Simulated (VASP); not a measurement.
# VO2 (P4_2/mnm) in VASP: a series of runs

Aim: see how the results for VO2 move with the level of theory and the settings. Levels: r2SCAN, PBE. Tasks: electric field gradients.

All numbers are computed with VASP 6.6.1; they aren't measurements. Logs are shortened: lines on timing, memory, paths and dates and some standing lists are left out, and cuts for length are marked.

### Step 1. The cell of the first run

The structure is tetragonal, space group P4_2/mnm (No. 136). Conventional cell: a = 4.555 Å, b = 4.555 Å, c = 2.853 Å, α = 90.00°, β = 90.00°, γ = 90.00°. Within 2.5 Å of V (site symmetry mmm) lie 6 O at 1.92 to 1.93 Å. Within 2.6 Å of O (site symmetry m2m) lie 3 V at 1.92 to 1.93 Å and 1 O at 2.58 Å.

### Step 2. Electric field gradients, r2SCAN, collinear spin, ferromagnetic start

POSCAR

```
VO2
1.0
    4.5546000000      0.0000000000      0.0000000000
    0.0000000000      4.5546000000      0.0000000000
    0.0000000000      0.0000000000      2.8528000000
V O
2 4
Direct
    0.0000000000      0.0000000000      0.0000000000
    0.5000000000      0.5000000000      0.5000000000
    0.3001000000      0.3001000000      0.0000000000
    0.1999000000      0.8001000000      0.5000000000
    0.6999000000      0.6999000000      0.0000000000
    0.8001000000      0.1999000000      0.5000000000
```

INCAR.step1

```
SYSTEM = VO2
ALGO = Normal
EDIFF = 1E-5
ENCUT = 580
GGA = PE
GGA_COMPAT = .False.
ISMEAR = -1
ISPIN = 2
KPAR = 4
LASPH = .True.
LCHARG = .False.
LMAXMIX = 4
LREAL = .False.
LWAVE = .True.
MAGMOM = 1 1 0 0 0 0
NBANDS = 38
NELM = 200
PREC = Accurate
SIGMA = 0.05
```

INCAR.step2

```
SYSTEM = VO2
ALGO = Normal
EDIFF = 1E-8
ENCUT = 580
GGA_COMPAT = .False.
ISIF = 2
ISMEAR = -1
ISPIN = 2
ISTART = 1
KPAR = 4
LASPH = .True.
LCHARG = .False.
LEFG = .True.
LMAXMIX = 4
LMIXTAU = .True.
LORBIT = 11
LREAL = .False.
LWAVE = .False.
MAGMOM = 1 1 0 0 0 0
METAGGA = R2SCAN
NBANDS = 38
NELM = 200
PREC = Accurate
SIGMA = 0.05
```

KPOINTS

```
k-points
0
Gamma
  10 10 16
  0 0 0
```

Potentials or basis: VASP PAW PBE potentials, release 64 (V_sv, O).

Launch:

```sh
$ cat potpaw_PBE.64/V_sv/POTCAR potpaw_PBE.64/O/POTCAR > POTCAR
$ cp INCAR.step1 INCAR
$ mpirun -np 4 vasp_std > vasp.out
$ cp INCAR.step2 INCAR
$ mpirun -np 4 vasp_std > vasp.out
```

OUTCAR:

```text
SYSTEM = VO2
   EDIFF = 1E-8
   ENCUT = 580
   ISIF = 2
   ISMEAR = -1
   ISPIN = 2
   ISTART = 1
   LASPH = .True.
   LORBIT = 11
   LREAL = .False.
   METAGGA = R2SCAN
   NELM = 200
   PREC = Accurate

 ion  position               nearest neighbor table
   1  0.000  0.000  0.000-   4 1.92   6 1.92   4 1.92   6 1.92   5 1.93   3 1.93
   2  0.500  0.500  0.500-   3 1.92   5 1.92   3 1.92   5 1.92   4 1.93   6 1.93
   3  0.300  0.300  0.000-   2 1.92   2 1.92   1 1.93
   4  0.200  0.800  0.500-   1 1.92   1 1.92   2 1.93
   5  0.700  0.700  0.000-   2 1.92   2 1.92   1 1.93
   6  0.800  0.200  0.500-   1 1.92   1 1.92   2 1.93

  LATTYP: Found a simple tetragonal cell.
 ALAT       =     4.5546000000
 C/A-ratio  =     0.6263557722

  Lattice vectors:

 A1 = (   4.5546000000,   0.0000000000,   0.0000000000)
 A2 = (   0.0000000000,   4.5546000000,   0.0000000000)
 A3 = (   0.0000000000,   0.0000000000,   2.8528000000)

Analysis of symmetry for initial positions (statically):
=====================================================================
 Subroutine PRICEL returns:
 Original cell was already a primitive cell.

 Routine SETGRP: Setting up the symmetry group for a
 simple tetragonal supercell.

 Subroutine GETGRP returns: Found 16 space group operations
 (whereof  8 operations were pure point group operations)
 out of a pool of 16 trial point group operations.

The static configuration has the point symmetry D_2h.
 The point group associated with its full space group is D_4h.

Analysis of symmetry for dynamics (positions and initial velocities):
=====================================================================
 Subroutine PRICEL returns:
 Original cell was already a primitive cell.

 Routine SETGRP: Setting up the symmetry group for a
 simple tetragonal supercell.

 Subroutine GETGRP returns: Found 16 space group operations
 (whereof  8 operations were pure point group operations)
 out of a pool of 16 trial point group operations.

The dynamic configuration has the point symmetry D_2h.
 The point group associated with its full space group is D_4h.

Analysis of structural, dynamic, and magnetic symmetry:
=====================================================================
 Subroutine PRICEL returns:
 Original cell was already a primitive cell.

 Routine SETGRP: Setting up the symmetry group for a
 simple tetragonal supercell.

 Subroutine GETGRP returns: Found 16 space group operations
 (whereof  8 operations were pure point group operations)
 out of a pool of 16 trial point group operations.

The overall configuration has the point symmetry D_2h.
 The point group associated with its full space group is D_4h.

 Subroutine INISYM returns: Found 16 space group operations
 (whereof  8 operations are pure point group operations),
 and found     1 'primitive' translations

----------------------------------------------------------------------------------------

                                     Primitive cell

  volume of cell :      59.1796

  direct lattice vectors                    reciprocal lattice vectors
     4.554600000  0.000000000  0.000000000     0.219558249  0.000000000  0.000000000
     0.000000000  4.554600000  0.000000000     0.000000000  0.219558249  0.000000000
     0.000000000  0.000000000  2.852800000     0.000000000  0.000000000  0.350532810

  length of vectors
     4.554600000  4.554600000  2.852800000     0.219558249  0.219558249  0.350532810

  position of ions in fractional coordinates (direct lattice)
     0.000000000  0.000000000  0.000000000
     0.500000000  0.500000000  0.500000000
     0.300100000  0.300100000  0.000000000
     0.199900000  0.800100000  0.500000000
     0.699900000  0.699900000  0.000000000
     0.800100000  0.199900000  0.500000000

  ion indices of the primitive-cell ions
   primitive index   ion index
                 1           1
                 2           2
                 3           3
                 4           4
[... 101 lines left out ...]
   AEXX    =    0.0000 exact exchange contribution
   IVDW    =     0    specifies the selected vdW correction
   LEPSILON=     F    determine dielectric tensor
   LRPA    =     F    only Hartree local field effects (RPA)
 spin polarized calculation
  energy-cutoff  :      580.00
  volume of cell :       59.18
 maximum number of plane-waves:      1908
 NGX is ok and might be reduce to    36
   NGX = 17   NGY = 17   NGZ = 11

 number of electron      49.9999987 magnetization       1.9999996

 Free energy of the ion-electron system (eV)
  ---------------------------------------------------
  ext. energy  EPLUGINS =         0.00000000
  ---------------------------------------------------
  free energy    TOTEN  =       -67.99761222 eV

  energy without entropy =      -67.97498411  energy(sigma->0) =      -67.98629816

 E-fermi :   5.9592     XC(G=0): -12.5523

 val. band max:        5.9585774959   @ k =   0.4000   0.3000   0.5000
 cond. band min:       5.9609588372   @ k =   0.4000   0.0000   0.2500
 fundamental gap:      0.0023813412
 Fermi energy:         5.9591637757

 spin component 1

 k-point     1 :       0.0000    0.0000    0.0000
  band No.  band energies     occupation
      1     -62.8056      1.00000
      2     -62.7961      1.00000
      3     -35.5292      1.00000
      4     -35.5292      1.00000
      5     -35.4297      1.00000
      6     -35.4297      1.00000
[... 949 lines left out ...]
     36      17.2856      0.00000
     37      17.6518      0.00000

 [... further k-points ...]

 spin component 2

 k-point     1 :       0.0000    0.0000    0.0000
  band No.  band energies     occupation
      1     -61.2873      1.00000
      2     -61.2769      1.00000
      3     -34.0655      1.00000
      4     -34.0655      1.00000
      5     -33.9156      1.00000
      6     -33.8935      1.00000
[... 949 lines left out ...]
     36      17.5527      0.00000
     37      17.9908      0.00000

 [... further k-points ...]

 [bands above 37 left out]

------------------------ aborting loop because EDIFF is reached ----------------------------------------

  FORCE on cell =-STRESS in cart. coord.  units (eV):
  Direction    XX          YY          ZZ          XY          YZ          ZX
  --------------------------------------------------------------------------------------
  -------------------------------------------------------------------------------------
  Total       -0.9059887     -0.9059887     -1.4756825      0.0000000      0.0000000      0.0000000
  in kB      -24.5279683    -24.5279683    -39.9513723      0.0000000      0.0000000      0.0000000
  external PRESSURE =     -29.6691030 kB  Pullay stress =       0.0000000 kB

 VOLUME and BASIS-vectors are now :
 -----------------------------------------------------------------------------
  energy-cutoff  :      580.00
  volume of cell :       59.18
      direct lattice vectors                 reciprocal lattice vectors
     4.554600000  0.000000000  0.000000000     0.219558249  0.000000000  0.000000000
     0.000000000  4.554600000  0.000000000     0.000000000  0.219558249  0.000000000
     0.000000000  0.000000000  2.852800000     0.000000000  0.000000000  0.350532810

 POSITION                                       TOTAL-FORCE (eV/Angst)
 -----------------------------------------------------------------------------------
      0.00000      0.00000      0.00000        -0.000000      0.000000      0.000000
      2.27730      2.27730      1.42640        -0.000000      0.000000      0.000000
      1.36684      1.36684      0.00000         0.047666      0.047666     -0.000000
      0.91046      3.64414      1.42640        -0.047666      0.047666      0.000000
      3.18776      3.18776      0.00000        -0.047666     -0.047666      0.000000
      3.64414      0.91046      1.42640         0.047666     -0.047666      0.000000
 -----------------------------------------------------------------------------------
    total drift:                                0.000000      0.000000      0.000000

  FREE ENERGIE OF THE ION-ELECTRON SYSTEM (eV)
  ---------------------------------------------------
  free  energy   TOTEN  =       -67.9976122222 eV

  energy  without entropy=      -67.9749841051  energy(sigma->0) =      -67.98629816

 Electric field gradients (V/A^2)
---------------------------------------------------------------------
 ion       V_xx      V_yy      V_zz      V_xy      V_xz      V_yz
---------------------------------------------------------------------
   1       2.149     2.149    -4.298    -3.868     0.000    -0.000
   2       2.149     2.149    -4.298     3.868     0.000    -0.000
   3      -1.582    -1.582     3.164    27.925     0.000     0.000
   4      -1.582    -1.582     3.164   -27.925    -0.000    -0.000
   5      -1.582    -1.582     3.164    27.925     0.000     0.000
   6      -1.582    -1.582     3.164   -27.925     0.000    -0.000
---------------------------------------------------------------------

 Electric field gradients after diagonalization (V/A^2)
 (convention: |V_zz| > |V_xx| > |V_yy|)
----------------------------------------------------------------------
 ion       V_xx      V_yy      V_zz     asymmetry (V_yy - V_xx)/ V_zz
----------------------------------------------------------------------
   1      -4.298    -1.719     6.017       0.429
   2      -4.298    -1.719     6.017       0.429
   3      26.343     3.164   -29.507       0.786
   4      26.343     3.164   -29.507       0.786
   5      26.343     3.164   -29.507       0.786
   6      26.343     3.164   -29.507       0.786
----------------------------------------------------------------------

           NMR quadrupolar parameters

 Cq : quadrupolar parameter    Cq=e*Q*V_zz/h
 eta: asymmetry parameters     (V_yy - V_xx)/ V_zz
 Q  : nuclear electric quadrupole moment in mb (millibarn)
----------------------------------------------------------------------
 ion       Cq(MHz)       eta       Q (mb)
----------------------------------------------------------------------
   1       0.015       0.429       1.000
   2       0.015       0.429       1.000
   3      -0.071       0.786       1.000
   4      -0.071       0.786       1.000
   5      -0.071       0.786       1.000
   6      -0.071       0.786       1.000
----------------------------------------------------------------------

 total charge

# of ion       s       p       d       tot
------------------------------------------
    1        2.274   6.331   2.850  11.455
    2        2.274   6.331   2.850  11.455
    3        1.574   3.506   0.000   5.081
    4        1.574   3.506   0.000   5.081
    5        1.574   3.506   0.000   5.081
    6        1.574   3.506   0.000   5.081
--------------------------------------------------
tot         10.847  26.688   5.699  43.234

 magnetization (x)

# of ion       s       p       d       tot
------------------------------------------
    1        0.015   0.013   1.096   1.124
    2        0.015   0.013   1.096   1.124
    3       -0.002  -0.084   0.000  -0.086
    4       -0.002  -0.084   0.000  -0.086
    5       -0.002  -0.084   0.000  -0.086
    6       -0.002  -0.084   0.000  -0.086
--------------------------------------------------
tot          0.020  -0.310   2.192   1.903
```

Wall time 5.4 min (4 MPI ranks of Intel Xeon 6975P-C (Granite Rapids), shared host); peak memory 0.7 GiB.

What came out:

```
Free energy                                           : -67.9976 eV
Pressure                                              : -3.0 GPa
Largest force                                         : 0.067 eV/Å
Band gap on the k mesh                                : zero (filled and empty bands overlap)
Net moment                                            : 2.00 μB per cell
Site moments                                          : V +1.12; O -0.09 μB
Largest electric field gradient by atom               : V +6.0; O -29.5 V/Å²
Valence electrons inside the program's atomic spheres : V 11.46; O 5.08
```

Forces in eV/Å, atoms in the order of the input:
```
V    0.000  0.000  0.000
V    0.000  0.000  0.000
O    0.048  0.048  0.000
O   -0.048  0.048  0.000
O   -0.048 -0.048  0.000
O    0.048 -0.048  0.000
```

Stress tensor (GPa, compression positive):
```
-2.45  0.00  0.00
 0.00 -2.45  0.00
 0.00  0.00 -4.00
```

Electric field gradients, principal values (V/Å²):
```tsv
atom	least	middle	greatest (by size)
1 V	-1.719	-4.298	6.017
2 V	-1.719	-4.298	6.017
3 O	3.164	26.343	-29.507
4 O	3.164	26.343	-29.507
5 O	3.164	26.343	-29.507
6 O	3.164	26.343	-29.507
```

Caveat: without QUAD_EFG the Cq values of the log hold for a quadrupole moment of 1 mb, not for the nuclei; the PAW data sets were made with another functional, which shifts forces and pressure a little; semilocal functionals often make such compounds metallic where correlation or magnetic order opens a gap, which also shifts bond lengths. With open d or f shells a metallic result of r2SCAN can be an artefact of self-interaction; +U or a hybrid may open a gap.

[end of part 1 of 2]
